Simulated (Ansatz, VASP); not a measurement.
## One calculation of SnSe, two programs

```xyz
2
Lattice="0.0000 3.0769 3.0769 3.0769 0.0000 3.0769 3.0769 3.0769 0.0000" Properties=species:S:1:pos:R:3 pbc="T T T"
Sn    0.0000    0.0000    0.0000
Se    3.0769    3.0769    3.0769
```

Alike in both runs: task single point; functional PBE; k mesh 10 × 10 × 10; occupations gaussian, width 0.02 eV; no spin polarisation.

```csv
,VASP,Ansatz
version,VASP 6.6.1,Ansatz 0.2.0
potentials or method,"VASP PAW PBE potentials, release 64 (Sn_d, Se), cutoff 520 eV","scalar-relativistic, plane waves, PAW"
valence electrons in the cell,20,30
```

```tsv
	VASP	Ansatz	Ansatz less VASP
gap on the k mesh at the Fermi level (eV)	0.31	0.31	-0.001
least direct gap on the mesh (eV)	0.31	0.31	-0.001
pressure (GPa)	-2.0	-2.0	+0.02
```

The functional is the same, so the differences come from potentials, cutoffs and numerics. VASP's potentials hold 20 valence electrons a cell and Ansatz's 30, so a difference there can come from the potentials and not from the codes.
